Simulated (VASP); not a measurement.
The system is CdSe.

```
Cd Se
1.0
     4.34072    0.00000    0.00000
    -2.17036    3.75918    0.00000
     0.00000    0.00000    7.07665
Cd Se
2 2
Direct
  0.33333 0.66667 0.99952
  0.66667 0.33333 0.49952
  0.33333 0.66667 0.37548
  0.66667 0.33333 0.87548
```

Base run:

- Program: VASP 6.6.1
- Functional: PBE
- Potentials or basis: VASP PAW PBE potentials, release 64 (Cd, Se)
- Cutoff: 520 eV
- k mesh: 4 × 4 × 4
- Occupations: gaussian, width 0.01 eV
- Spin: no spin polarisation

Its results: band gap on the k mesh 0.60 eV, direct; pressure 1.8 GPa.

Q: The run is repeated on the same cell with these changes: functional from PBE to HSE06; k mesh from 4 × 4 × 4 to 6 × 6 × 2. What comes out?

A: Band gap on the k mesh 1.55 eV, direct; pressure 0.4 GPa.

Several settings changed at once, so the effect can't be laid on one alone.

Caveats: some runs use coarse meshes; the PAW data sets were made with another functional, which shifts forces and pressure a little (some runs).

